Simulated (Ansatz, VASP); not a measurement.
One calculation of Zr3C2, two programs

```
CELL_PARAMETERS angstrom
3.41851 -4.87388 0.00000
3.41851 4.87388 0.00000
0.00000 0.00000 2.94634
ATOMIC_POSITIONS crystal
Zr 0.13368 0.86632 0.50000
Zr 0.86632 0.13368 0.50000
Zr 0.50000 0.50000 0.00000
C 0.50000 0.00000 0.50000
C 0.00000 0.50000 0.50000
```

Alike in both runs: functional PBE; k mesh 8 × 8 × 12; occupations gaussian, width 0.1 eV; no spin polarisation.

Ansatz relaxed the structure, and its values are those at the end. VASP's run is a single point on that final structure, the one shown.

|  | VASP | Ansatz |
| --- | --- | --- |
| version | VASP 6.6.1 | Ansatz 0.2.0 |
| potentials or method | VASP PAW PBE potentials, release 64 (Zr_sv, C), cutoff 520 eV | scalar-relativistic, plane waves, PAW |
| valence electrons in the cell | 44 | 44 |

```csv
,VASP,Ansatz,Ansatz less VASP
gap on the k mesh at the Fermi level (eV),none,none,-
pressure (GPa),0.1,0.0,-0.11
```

A gap of «none» marks a metal or a gap that the smearing closes. With one functional, cell and mesh, what is left measures potentials, basis and numerics.
